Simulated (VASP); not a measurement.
The system is Re.

```
Re
1.0
     2.78471    0.00000    0.00000
    -1.39235    2.41163    0.00000
     0.00000    0.00000    8.99804
Re
4
Cartesian
  1.3924 0.8039 6.7485
  0.0000 0.0000 4.4990
  0.0000 1.6078 2.2495
  0.0000 0.0000 0.0000
```

Base run:

- Program: VASP 6.6.1
- Functional: PBEsol
- Potentials or basis: VASP PAW PBE potentials, release 64 (Re)
- Cutoff: 520 eV
- k mesh: 11 × 11 × 3
- Occupations: fermi-dirac, width 0.05 eV
- Spin: no spin polarisation

Its results: band gap on the k mesh zero (band 14 reaches 8.54 eV, above the bottom of band 15 at 6.21 eV); pressure -13.8 GPa.

The run is repeated on the same cell with these changes: functional from PBEsol to LDA; potentials or basis from VASP PAW PBE potentials, release 64 (Re) to VASP PAW LDA potentials, release 64 (Re). What comes out?

Band gap on the k mesh zero (band 14 reaches 8.70 eV, above the bottom of band 15 at 6.32 eV); pressure -18.2 GPa.

Caveats: spin-orbit coupling is left out, which moves the levels of the heavy elements; the PAW data sets were made with another functional, which shifts forces and pressure a little (some runs).
